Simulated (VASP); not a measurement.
Write the native input for VASP 6.6.1 that does the following.

```
Task                   : single point
Functional             : r2SCAN
Potentials or basis    : VASP PAW PBE potentials, release 64 (Si)
Cutoff                 : 520 eV
k mesh                 : 26 × 26 × 26
Occupations            : gaussian, width 0.15 eV
Spin                   : no spin polarisation
Dipole correction      : no
Further INCAR settings : ALGO = Normal; EDIFF = 1e-06; NBANDS = 8
```

Si:

```
Si
1.0
    -1.53099    1.53099    1.49097
     1.53099   -1.53099    1.49097
     1.53099    1.53099   -1.49097
Si
1
Direct
  0.00000 0.00000 0.00000
```

This cell differs from its parent crystal: ratio of the length along z to the lengths across it x 1.2, volume and fractional coordinates fixed.

These files were run (other wordings do the same):

POSCAR

```
Si
1.0
   -1.5309855651      1.5309855651      1.4909735506
    1.5309855651     -1.5309855651      1.4909735506
    1.5309855651      1.5309855651     -1.4909735506
Si
1
Direct
    0.0000000000      0.0000000000      0.0000000000
```

INCAR.step1

```
SYSTEM = Si
PREC = Accurate ; ENCUT = 520
ISMEAR = 0 ; SIGMA = 0.15
LREAL = .FALSE. ; LASPH = .TRUE.
NELM = 100 ; NBANDS = 8
GGA = PE ; ALGO = Normal
EDIFF = 1E-4 ; LWAVE = .TRUE.
LCHARG = .FALSE.
```

INCAR.step2

```
SYSTEM = Si
PREC = Accurate ; ENCUT = 520
EDIFF = 1E-6 ; ISMEAR = 0
SIGMA = 0.15 ; LREAL = .FALSE.
LASPH = .TRUE. ; NELM = 100
ALGO = Normal ; ISIF = 2
LWAVE = .FALSE. ; LCHARG = .FALSE.
METAGGA = R2SCAN ; LMIXTAU = .TRUE.
NBANDS = 8 ; ISTART = 1
```

KPOINTS

```
regular mesh
0
G
  26 26 26
  0 0 0
```

Potentials or basis: VASP PAW PBE potentials, release 64 (Si).

Command:

```sh
$ cat potpaw_PBE.64/Si/POTCAR > POTCAR
$ cp INCAR.step1 INCAR
$ mpirun -np 1 vasp_std > vasp.out
$ cp INCAR.step2 INCAR
$ mpirun -np 1 vasp_std > vasp.out
```

Results of the run:

```json
{
  "Pressure": "1.0 GPa",
  "Band gap on the k mesh": "zero (bands 2 and 3 overlap by 17.18 eV)"
}
```

Caveat: the PAW data sets were made with another functional, which shifts forces and pressure a little.

It took 3.3 min on 1 thread of Intel(R) Xeon(R) Platinum 8488C (Sapphire Rapids) (shared host), peak memory 0.23 GiB.
